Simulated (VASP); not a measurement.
Set up this calculation in VASP 6.6.1, as the native input.

| Item | Value |
| --- | --- |
| Task | single point |
| Functional | r2SCAN |
| Potentials or basis | VASP PAW PBE potentials, release 64 (Al) |
| Cutoff | 520 eV |
| k mesh | 20 × 20 × 20 |
| Occupations | gaussian, width 0.15 eV |
| Spin | no spin polarisation |
| Dipole correction | no |
| Further INCAR settings | ALGO = Normal; EDIFF = 1e-06; NBANDS = 8 |

The system is Al.

```
Al
1.0
    -1.59122    1.61111    1.61111
     1.59122   -1.57133    1.57133
     1.59122    1.57133   -1.57133
Al
1
Direct
  0.00000 0.00000 0.00000
```

This cell differs from its parent crystal: strain +0.0250 x Voigt [0, 0, 0, 1, 0, 0].

The input as run:

POSCAR

```
Al
1.0
   -1.5912186900      1.6111089236      1.6111089236
    1.5912186900     -1.5713284564      1.5713284564
    1.5912186900      1.5713284564     -1.5713284564
Al
1
Direct
    0.0000000000      0.0000000000      0.0000000000
```

INCAR.step1

```
ALGO     = Normal         # electronic algorithm
EDIFF    = 1E-4           # SCF threshold, eV
ENCUT    = 520            # plane-wave cutoff, eV
GGA      = PE             # functional
ISMEAR   = 0              # smearing method
LASPH    = T              # aspherical terms in the spheres
LCHARG   = F              # write CHGCAR
LREAL    = F              # projectors in reciprocal space
LWAVE    = T              # write WAVECAR
NBANDS   = 8              # bands
NELM     = 60             # most SCF steps
PREC     = Accurate       # precision mode
SIGMA    = 0.15           # smearing width, eV
```

INCAR.step2

```
ALGO     = Normal         # electronic algorithm
EDIFF    = 1E-6           # SCF threshold, eV
ENCUT    = 520            # plane-wave cutoff, eV
ISIF     = 2              # what is computed and relaxed
ISMEAR   = 0              # smearing method
ISTART   = 1            
LASPH    = T              # aspherical terms in the spheres
LCHARG   = T              # write CHGCAR
LELF     = T              # ELF
LMIXTAU  = T            
LREAL    = F              # projectors in reciprocal space
LVHAR    = T            
LWAVE    = F              # write WAVECAR
METAGGA  = R2SCAN         # meta-GGA
NBANDS   = 8              # bands
NELM     = 60             # most SCF steps
PREC     = Accurate       # precision mode
SIGMA    = 0.15           # smearing width, eV
```

KPOINTS

```
k-points
0
Gamma
  20 20 20
```

Potentials or basis: VASP PAW PBE potentials, release 64 (Al).

The run is started by

```sh
$ cat potpaw_PBE.64/Al/POTCAR > POTCAR
$ cp INCAR.step1 INCAR
$ mpirun -np 1 vasp_std > vasp.out
$ cp INCAR.step2 INCAR
$ mpirun -np 1 vasp_std > vasp.out
```

Results of the run:

```
Pressure               : 0.2 GPa
Band gap on the k mesh : zero (an odd number of electrons rules out a gap without spin polarisation)
```

Caveat: the cell differs from its parent crystal (strain +0.0250 x Voigt [0, 0, 0, 1, 0, 0]); the PAW data sets were made with another functional, which shifts forces and pressure a little.

Wall time 2.5 min on 1 thread of Intel(R) Xeon(R) 6975P-C (Granite Rapids) (shared host), peak memory 0.23 GiB.
